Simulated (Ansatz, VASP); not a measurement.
**Two plane-wave programs on MgO**

```xyz
2
Lattice="0.0000 2.1065 2.1065 2.1065 0.0000 2.1065 2.1065 2.1065 0.0000" Properties=species:S:1:pos:R:3 pbc="T T T"
Mg    0.0000    0.0000    0.0000
O     2.1065    2.1065    2.1065
```

Alike in both runs: task single point; functional r2SCAN; k mesh 8 × 8 × 8; occupations fermi-dirac, width 0.15 eV; no spin polarisation.

```csv
,VASP,Ansatz
version,VASP 6.6.1,Ansatz 0.2.0
potentials or method,"VASP PAW PBE potentials, release 64 (Mg, O), cutoff 660 eV","PAW, plane waves, scalar-relativistic"
valence electrons in the cell,8,16
```

VASP gave:

| Quantity | Value |
| --- | --- |
| pressure (GPa) | -2.5 |

Problem. Estimate Ansatz's values.

Solution. Pressure (GPa): -1.0.

VASP's potentials were made for PBE, not for r2SCAN. With one functional, cell and mesh, what is left measures potentials, basis and numerics. VASP's potentials hold 8 valence electrons a cell and Ansatz's 16, so a difference there can come from the potentials and not from the codes.
